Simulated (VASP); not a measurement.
# MgO in VASP: further runs

Runs on MgO. Level: LDA. Tasks: single point.

Program: VASP 6.6.1. These are calculated values, not measurements. Logs are shortened: lines on timing, memory, paths and dates and some standing lists are left out, and cuts for length are marked.

### 1 The cell of the first run

Symmetry: I4/mmm, No. 139, tetragonal system. Conventional cell: a = 2.912 Å, b = 2.912 Å, c = 4.184 Å, α = 90.00°, β = 90.00°, γ = 90.00°. Within 2.7 Å of Mg (site symmetry 4/mmm) lie 6 O at 2.06 to 2.09 Å. Within 2.7 Å of O (site symmetry 4/mmm) lie 6 Mg at 2.06 to 2.09 Å.

### 2 Single point, LDA (film at in-plane strain -0.01)

Input file INCAR:

```
  PREC = Accurate
  ENCUT = 520
  EDIFF = 1E-7
  ISMEAR = 0
  SIGMA = 0.01
  LREAL = False
  LASPH = True
  NELM = 60
  ALGO = Normal
  ISIF = 2
  LWAVE = False
  LCHARG = False
  NBANDS = 11
```

Input file KPOINTS:

```
Automatic mesh
0
Gamma
  10 10 10
```

Input file POSCAR:

```
MgO
1.0
    2.0587962933      2.0587962933      0.0000000000
   -2.0587962933      2.0587962933      0.0000000000
    0.0000000000      2.0587962933      2.0920697687
Mg O
1 1
Direct
    0.0000000000      0.0000000000      0.0000000000
    0.5000000000      0.5000000000      0.0000000000
```

Potentials or basis: VASP PAW LDA potentials, release 64 (Mg, O).

Run with:

```
$ cat potpaw_LDA.64/Mg/POTCAR potpaw_LDA.64/O/POTCAR > POTCAR
$ mpirun -np 1 vasp_std > vasp.out
```

OUTCAR:

```text
PREC = Accurate
   ENCUT = 520
   EDIFF = 1E-7
   ISMEAR = 0
   LREAL = False
   LASPH = True
   NELM = 60
   ISIF = 2

 ion  position               nearest neighbor table
   1  0.000  0.000  0.000-   2 2.06   2 2.06   2 2.06   2 2.06   2 2.09   2 2.09
   2  0.500  0.500  0.000-   1 2.06   1 2.06   1 2.06   1 2.06   1 2.09   1 2.09

  LATTYP: Found a body centered tetragonal cell.
 ALAT       =     2.9115776401
 C/A-ratio  =     1.4370695391

  Lattice vectors:

 A1 = (   2.0587962933,   0.0000000000,  -2.0920697687)
 A2 = (  -2.0587962933,   0.0000000000,  -2.0920697687)
 A3 = (   0.0000000000,   2.0587962933,   2.0920697687)

Analysis of symmetry for initial positions (statically):
=====================================================================
 Subroutine PRICEL returns:
 Original cell was already a primitive cell.

 Routine SETGRP: Setting up the symmetry group for a
 body centered tetragonal supercell.

 Subroutine GETGRP returns: Found 16 space group operations
 (whereof 16 operations were pure point group operations)
 out of a pool of 16 trial point group operations.

The static configuration has the point symmetry D_4h.

Analysis of symmetry for dynamics (positions and initial velocities):
=====================================================================
 Subroutine PRICEL returns:
 Original cell was already a primitive cell.

 Routine SETGRP: Setting up the symmetry group for a
 body centered tetragonal supercell.

 Subroutine GETGRP returns: Found 16 space group operations
 (whereof 16 operations were pure point group operations)
 out of a pool of 16 trial point group operations.

The dynamic configuration has the point symmetry D_4h.

 Subroutine INISYM returns: Found 16 space group operations
 (whereof 16 operations are pure point group operations),
 and found     1 'primitive' translations

----------------------------------------------------------------------------------------

                                     Primitive cell

  volume of cell :      17.7351

  direct lattice vectors                    reciprocal lattice vectors
     2.058796293  2.058796293  0.000000000     0.242860356  0.242860356 -0.238997766
    -2.058796293  2.058796293  0.000000000    -0.242860356  0.242860356 -0.238997766
     0.000000000  2.058796293  2.092069769     0.000000000  0.000000000  0.477995531

  length of vectors
     2.911577640  2.911577640  2.935199839     0.418428293  0.418428293  0.477995531

  position of ions in fractional coordinates (direct lattice)
[... 82 lines left out ...]
   NSW    =      0    number of steps for IOM
   IBRION =     -1    ionic relax: 0-MD 1-quasi-New 2-CG
   NFREE  =      0    steps in history (QN), initial steepest desc. (CG)
   ISIF   =      2    stress and relaxation
   ISYM   =      2    0-nonsym 1-usesym 2-fastsym
   POTIM  = 0.5000    time-step for ionic-motion
   TEBEG  =    0.0;   TEEND  =   0.0 temperature during run
   PSTRESS=    0.0 pullay stress
   NELECT =       8.0000    total number of electrons
   NUPDOWN=      -1.0000    fix difference up-down
   EMIN   =  10.00;   EMAX   =-10.00  energy-range for DOS
   EFERMI =   0.00;   METHOD = LEGACY
   ISMEAR =     0;   SIGMA  =   0.01  broadening in eV -4-tet -1-fermi 0-gaus
   EFERMI_NEDOS =   21; number of points for ismear=-14 and -15
   IALGO  =     38    algorithm
   IMIX   =      4    mixing-type and parameters
     AMIX     =   0.40;   BMIX     =  1.00
     AMIX_MAG =   1.60;   BMIX_MAG =  1.00
  volume/ion in A,a.u.               =       8.87        59.84
  Fermi-wavevector in a.u.,A,eV,Ry     =   1.255530  2.372608 21.447629  1.576356
  Thomas-Fermi vector in A             =   2.389282
   LORBIT       =      0    0 simple, 1 ext, 2 COOP (PROOUT), +10 PAW based schemes
   GGA     = CA    functional components
   LHFCALC =     F    Hartree Fock is set to
   AEXX    =    0.0000 exact exchange contribution
   IVDW    =     0    specifies the selected vdW correction
   LEPSILON=     F    determine dielectric tensor
   LRPA    =     F    only Hartree local field effects (RPA)
 non-spin polarized calculation
 Gauss-broadening in eV      SIGMA  =   0.01
  energy-cutoff  :      520.00
  volume of cell :       17.74
 maximum number of plane-waves:       499
 NGX is ok and might be reduce to    24
   NGX = 11   NGY = 11   NGZ = 11

 number of electron       7.9999999 magnetization

 Free energy of the ion-electron system (eV)
  ---------------------------------------------------
  ext. energy  EPLUGINS =         0.00000000
  ---------------------------------------------------
  free energy    TOTEN  =       -13.44279981 eV

  energy without entropy =      -13.44279981  energy(sigma->0) =      -13.44279981

 E-fermi :   3.4600     XC(G=0): -11.8448

 val. band max:        3.3074702570   @ k =   0.0000   0.0000   0.0000
 cond. band min:       8.4650448562   @ k =   0.0000   0.0000   0.0000
 fundamental gap:      5.1575745992
 Fermi energy:         3.4600482642

 k-point     1 :       0.0000    0.0000    0.0000
  band No.  band energies     occupation
      1     -13.9970      2.00000
      2       3.2758      2.00000
      3       3.2758      2.00000
      4       3.3075      2.00000
      5       8.4650      0.00000
      6      18.9778      0.00000
      7      19.1565      0.00000
      8      19.1565      0.00000
      9      23.2605      0.00000
     10      24.7018      0.00000
     11      25.2392      0.00000
[... 309 lines left out ...]
 k-point    24 :       0.4000    0.3000   -0.0000
  band No.  band energies     occupation
      1     -12.2311      2.00000
      2      -0.5218      2.00000
      3       0.4301      2.00000
      4       2.1333      2.00000
      5      13.4954      0.00000
      6      15.6859      0.00000
      7      16.2226      0.00000
      8      21.3811      0.00000
      9      22.3206      0.00000
     10      27.4822      0.00000
     11      31.1877      0.00000

 [... further k-points ...]
[... 5 lines left out ...]
  --------------------------------------------------------------------------------------
  -------------------------------------------------------------------------------------
  Total        0.2460586      0.2460586     -0.1882674      0.0000000      0.0000000      0.0000000
  in kB       22.2288099     22.2288099    -17.0079854      0.0000000      0.0000000      0.0000000
  external PRESSURE =       9.1498781 kB  Pullay stress =       0.0000000 kB

 VOLUME and BASIS-vectors are now :
 -----------------------------------------------------------------------------
  energy-cutoff  :      520.00
  volume of cell :       17.74
      direct lattice vectors                 reciprocal lattice vectors
     2.058796293  2.058796293  0.000000000     0.242860356  0.242860356 -0.238997766
    -2.058796293  2.058796293  0.000000000    -0.242860356  0.242860356 -0.238997766
     0.000000000  2.058796293  2.092069769     0.000000000  0.000000000  0.477995531

 POSITION                                       TOTAL-FORCE (eV/Angst)
 -----------------------------------------------------------------------------------
      0.00000      0.00000      0.00000        -0.000000      0.000000      0.000000
      0.00000      2.05880      0.00000         0.000000     -0.000000      0.000000
 -----------------------------------------------------------------------------------
    total drift:                                0.000000     -0.000000     -0.000000

  FREE ENERGIE OF THE ION-ELECTRON SYSTEM (eV)
  ---------------------------------------------------
  free  energy   TOTEN  =       -13.4427998111 eV

  energy  without entropy=      -13.4427998111  energy(sigma->0) =      -13.44279981
```

OSZICAR:

```text
N       E                     dE             d eps       ncg     rms          rms(c)
DAV:   1     0.109937662124E+02    0.10994E+02   -0.47406E+03  2588   0.649E+02
DAV:   2    -0.145431064432E+02   -0.25537E+02   -0.24745E+02  2595   0.136E+02
DAV:   3    -0.150326383713E+02   -0.48953E+00   -0.48918E+00  2699   0.160E+01
DAV:   4    -0.150336641538E+02   -0.10258E-02   -0.10258E-02  2460   0.847E-01
DAV:   5    -0.150336671788E+02   -0.30250E-05   -0.30250E-05  2655   0.424E-02    0.711E+00
DAV:   6    -0.135031413358E+02    0.15305E+01   -0.84769E+00  2337   0.161E+01    0.216E+00
DAV:   7    -0.134666273726E+02    0.36514E-01   -0.58104E-02  2502   0.210E+00    0.129E+00
DAV:   8    -0.134432665231E+02    0.23361E-01   -0.27400E-02  2376   0.171E+00    0.221E-01
DAV:   9    -0.134429274840E+02    0.33904E-03   -0.43076E-04  2604   0.151E-01    0.129E-01
DAV:  10    -0.134428001155E+02    0.12737E-03   -0.36031E-04  2397   0.153E-01    0.536E-03
DAV:  11    -0.134427997746E+02    0.34090E-06   -0.40183E-06  2592   0.117E-02    0.232E-03
DAV:  12    -0.134427998111E+02   -0.36536E-07   -0.40826E-08  1547   0.174E-03
   1 F= -.13442800E+02 E0= -.13442800E+02  d E =-.444079-106
```

It took 8.5 s on 1 thread of Intel Xeon Platinum 8375C at 2.90GHz (Ice Lake), shared host; peak memory 0.14 GiB.

What came out:

```
Free energy            : -13.4428 eV
Pressure               : 0.9 GPa
Band gap on the k mesh : 5.16 eV, direct
```

Caveat: the cell differs from its parent crystal (film at in-plane strain -0.01).

### 3 Single point, LDA (in-plane strain -0.005, then relaxed in part)

Input file INCAR:

```
PREC = Accurate ; ENCUT = 520
EDIFF = 1E-6 ; ISMEAR = 0
SIGMA = 0.01 ; LREAL = F
LASPH = T ; NELM = 80
ALGO = Normal ; ISIF = 2
LWAVE = F ; LCHARG = F
NBANDS = 11
```

Input file KPOINTS:

```
regular mesh
0
Gamma
  10 10 10
```

Input file POSCAR:

```
MgO
1.0
    2.0691942543      2.0691942543      0.0000000000
   -2.0691942543      2.0691942543      0.0000000000
    0.0000000000      2.0691942543      2.0858309921
Mg O
1 1
Direct
    0.0000000000      0.0000000000      0.0000000000
    0.5000000000      0.5000000000      0.0000000000
```

Potentials or basis: VASP PAW LDA potentials, release 64 (Mg, O).

Run with:

```
$ cat potpaw_LDA.64/Mg/POTCAR potpaw_LDA.64/O/POTCAR > POTCAR
$ mpirun -np 1 vasp_std > vasp.out
```

OUTCAR:

```text
PREC = Accurate
   ENCUT = 520
   EDIFF = 1E-6
   ISMEAR = 0
   LREAL = F
   LASPH = T
   NELM = 80
   ISIF = 2

 ion  position               nearest neighbor table
   1  0.000  0.000  0.000-   2 2.07   2 2.07   2 2.07   2 2.07   2 2.09   2 2.09
   2  0.500  0.500  0.000-   1 2.07   1 2.07   1 2.07   1 2.07   1 2.09   1 2.09

  LATTYP: Found a body centered tetragonal cell.
 ALAT       =     2.9262825776
 C/A-ratio  =     1.4255841237

  Lattice vectors:

 A1 = (   2.0691942543,   0.0000000000,  -2.0858309921)
 A2 = (  -2.0691942543,   0.0000000000,  -2.0858309921)
 A3 = (   0.0000000000,   2.0691942543,   2.0858309921)

Analysis of symmetry for initial positions (statically):
=====================================================================
 Subroutine PRICEL returns:
 Original cell was already a primitive cell.

 Routine SETGRP: Setting up the symmetry group for a
 body centered tetragonal supercell.

 Subroutine GETGRP returns: Found 16 space group operations
 (whereof 16 operations were pure point group operations)
 out of a pool of 16 trial point group operations.

[... 166 lines left out ...]
 cond. band min:       8.3367535393   @ k =   0.0000   0.0000   0.0000
 fundamental gap:      5.0957101279
 Fermi energy:         3.3676871635

 k-point     1 :       0.0000    0.0000    0.0000
  band No.  band energies     occupation
      1     -14.0145      2.00000
      2       3.2246      2.00000
      3       3.2246      2.00000
      4       3.2410      2.00000
      5       8.3368      0.00000
      6      18.9407      0.00000
      7      19.0293      0.00000
      8      19.0293      0.00000
      9      23.1436      0.00000
     10      24.7093      0.00000
     11      24.9777      0.00000
[... 309 lines left out ...]
 k-point    24 :       0.4000    0.3000    0.0000
  band No.  band energies     occupation
      1     -12.2731      2.00000
      2      -0.5546      2.00000
      3       0.3892      2.00000
      4       2.0964      2.00000
      5      13.4180      0.00000
      6      15.5531      0.00000
      7      16.0739      0.00000
      8      21.2619      0.00000
      9      22.1810      0.00000
     10      27.3900      0.00000
     11      30.9978      0.00000

 [... further k-points ...]
[... 5 lines left out ...]
  --------------------------------------------------------------------------------------
  -------------------------------------------------------------------------------------
  Total        0.0224410      0.0224410     -0.1902873      0.0000000      0.0000000      0.0000000
  in kB        2.0129912      2.0129912    -17.0690253      0.0000000      0.0000000      0.0000000
  external PRESSURE =      -4.3476810 kB  Pullay stress =       0.0000000 kB

 VOLUME and BASIS-vectors are now :
 -----------------------------------------------------------------------------
  energy-cutoff  :      520.00
  volume of cell :       17.86
      direct lattice vectors                 reciprocal lattice vectors
     2.069194254  2.069194254  0.000000000     0.241639952  0.241639952 -0.239712614
    -2.069194254  2.069194254  0.000000000    -0.241639952  0.241639952 -0.239712614
     0.000000000  2.069194254  2.085830992     0.000000000  0.000000000  0.479425229

 POSITION                                       TOTAL-FORCE (eV/Angst)
 -----------------------------------------------------------------------------------
      0.00000      0.00000      0.00000        -0.000000      0.000000      0.000000
      0.00000      2.06919      0.00000         0.000000     -0.000000      0.000000
 -----------------------------------------------------------------------------------
    total drift:                                0.000000     -0.000000     -0.000000

  FREE ENERGIE OF THE ION-ELECTRON SYSTEM (eV)
  ---------------------------------------------------
  free  energy   TOTEN  =       -13.4448815189 eV

  energy  without entropy=      -13.4448815189  energy(sigma->0) =      -13.44488152
```

OSZICAR:

```text
N       E                     dE             d eps       ncg     rms          rms(c)
DAV:   1     0.104346730549E+02    0.10435E+02   -0.47205E+03  2628   0.647E+02
DAV:   2    -0.145530412858E+02   -0.24988E+02   -0.24256E+02  2561   0.134E+02
DAV:   3    -0.150302703156E+02   -0.47723E+00   -0.47665E+00  2707   0.154E+01
DAV:   4    -0.150313283625E+02   -0.10580E-02   -0.10580E-02  2442   0.818E-01
DAV:   5    -0.150313312351E+02   -0.28725E-05   -0.28725E-05  2652   0.409E-02    0.710E+00
DAV:   6    -0.135047968952E+02    0.15265E+01   -0.85077E+00  2340   0.161E+01    0.217E+00
DAV:   7    -0.134687631994E+02    0.36034E-01   -0.65279E-02  2487   0.215E+00    0.129E+00
DAV:   8    -0.134454033098E+02    0.23360E-01   -0.28447E-02  2382   0.174E+00    0.231E-01
DAV:   9    -0.134450207275E+02    0.38258E-03   -0.50013E-04  2595   0.161E-01    0.133E-01
DAV:  10    -0.134448818514E+02    0.13888E-03   -0.40609E-04  2379   0.161E-01    0.535E-03
DAV:  11    -0.134448815189E+02    0.33252E-06   -0.46688E-06  2547   0.126E-02
   1 F= -.13444882E+02 E0= -.13444882E+02  d E =-.124881E-74
```

It took 7.9 s on 1 thread of Intel Xeon Platinum 8375C at 2.90GHz (Ice Lake), shared host; peak memory 0.14 GiB.

Results:

```yaml
Free_energy: -13.4449 eV
Pressure: -0.4 GPa
Band_gap_on_the_k_mesh: 5.10 eV, direct
```

Caveat: the cell differs from its parent crystal (in-plane strain -0.005, then relaxed in part).

### 4 Single point, LDA (in-plane strain -0.005)

Input file INCAR:

```
PREC = Accurate
ENCUT = 520
EDIFF = 1E-6
ISMEAR = 0
SIGMA = 0.01
LREAL = False
LASPH = True
NELM = 80
ALGO = Normal
ISIF = 2
LWAVE = False
LCHARG = False
GGA = CA
NBANDS = 11
```

KPOINTS is that of step 3.

POSCAR is that of step 3.

Run with:

```
$ cat potpaw_LDA.64/Mg/POTCAR potpaw_LDA.64/O/POTCAR > POTCAR
$ mpirun -np 1 vasp_std > vasp.out
```

Wall time 7.9 s (1 thread of Intel Xeon Platinum 8375C at 2.90GHz (Ice Lake), shared host); peak memory 0.14 GiB.

Results (log left out):

* Free energy: -13.4449 eV
* Pressure: -0.4 GPa
* Band gap on the k mesh: 5.10 eV, direct

Stress tensor (GPa, compression positive):
```
 0.20  0.00  0.00
 0.00  0.20  0.00
 0.00  0.00 -1.71
```

Levels at points of the mesh, in eV from the valence-band top:
```
           k point  band 1  band 2  band 3  band 4  band 5  band 6  band 7  band 8  band 9
(0.00, 0.00, 0.00)  -17.26   -0.02   -0.02    0.00    5.10   15.70   15.79   15.79   19.90
(0.50, 0.00, 0.00)  -15.78   -4.91   -0.74   -0.72    8.01   12.90   16.36   16.54   21.22
(0.50, 0.50, 0.00)  -15.49   -4.34   -1.49   -1.43    8.89   10.18   13.40   19.20   19.36
(0.00, 0.00, 0.50)  -15.51   -4.38   -1.42   -1.42    8.97   10.20   13.29   19.37   19.37
```

Caveat: the cell differs from its parent crystal (in-plane strain -0.005).

(Part 1 of 2 ends here.)
